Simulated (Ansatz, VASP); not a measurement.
**Ta in VASP and in Ansatz**

```
Ta
1.0
     2.71791    0.00000    0.00000
     0.00000    2.71791    0.00000
     0.00000    0.00000    2.71791
Ta
1
Direct
  0.00000 0.00000 0.00000
```

Alike in both runs: task single point; functional revPBE; k mesh 13 × 13 × 13; occupations fermi-dirac, width 0.1 eV; no spin polarisation.

|  | VASP | Ansatz |
| --- | --- | --- |
| version | VASP 6.6.1 | Ansatz 0.2.0 |
| potentials or method | VASP PAW PBE potentials, release 64 (Ta_pv), cutoff 520 eV | plane waves (420 eV) with PAW, scalar-relativistic |
| valence electrons in the cell | 11 | 13 |

VASP gave:

- pressure (GPa): 6.2

Task: Which values does Ansatz return?

Result: Pressure (GPa): 6.1.

VASP's potentials were made for PBE, not for revPBE. VASP's potentials hold 11 valence electrons a cell and Ansatz's 13, so a difference there can come from the potentials and not from the codes.

Spin-orbit coupling is off throughout.
